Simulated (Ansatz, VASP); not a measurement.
**Sr2SO in VASP and in Ansatz**

```
Sr S O
1.0
     4.00655    0.00000    0.00000
     0.00000    4.00655    0.00000
     0.00000    0.00000    5.67371
Sr S O
2 1 1
Direct
  0.00000 0.00000 0.00000
  0.50000 0.50000 0.50000
  0.00000 0.00000 0.50000
  0.50000 0.50000 0.00000
```

Alike in both runs: functional PBE; dispersion D4; k mesh 6 × 6 × 4; no spin polarisation.

Ansatz relaxed the structure, and its values are those at the end. VASP's run is a single point on that final structure, the one shown.

|  | VASP | Ansatz |
| --- | --- | --- |
| version | VASP 6.6.1 | Ansatz 0.2.0 |
| potentials or method | VASP PAW PBE potentials, release 64 (Sr_sv, S, O) | plane waves, PAW |
| plane-wave cutoff (eV) | 520 | 420 |
| occupations | gaussian, width 0.01 eV | fixed |
| valence electrons in the cell | 32 | 32 |

VASP gave:

```
pressure (GPa) : 0.2
```

Which values does Ansatz return?

Pressure (GPa): 0.0.
